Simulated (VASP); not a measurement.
Nb, 1 atom in the cell. The structure is trigonal, space group R-3m (No. 166). The conventional cell has a = 2.961 Å, b = 2.961 Å, c = 7.473 Å, α = 90.00°, β = 90.00°, γ = 120.00°. Nb (site symmetry -3m) has 12 Nb at 2.96 to 3.02 Å within 3.9 Å.  This cell differs from its parent crystal: equal xy, yz and zx shear strains of +2 %.

```yaml
Program: VASP 6.6.1
Task: electric field gradients
Functional: LDA
Potentials_or_basis: VASP PAW LDA potentials, release 64 (Nb_sv)
Cutoff: 520 eV
k_mesh: 13 × 13 × 13
Occupations: fermi-dirac, width 0.03 eV
Spin: no spin polarisation
Dipole_correction: no
Further_INCAR_settings: ALGO = Normal; EDIFF = 1e-08; NBANDS = 12
```

Potentials or basis: VASP PAW LDA potentials, release 64 (Nb_sv).

Launch:

```bash
$ cat potpaw_LDA.64/Nb_sv/POTCAR > POTCAR
$ mpirun -np 1 vasp_std > vasp.out
```

Hardware: 1 thread of AMD EPYC 7R43 64-Core Processor (Zen 3) (shared host).

Problem. Estimate the wall time of this run.

Solution. Run time: 48 s on 1 thread of AMD EPYC 7R43 64-Core Processor (Zen 3), with other jobs on the host, peak memory 0.13 GiB. Counts: scf iterations 14, k points 231.
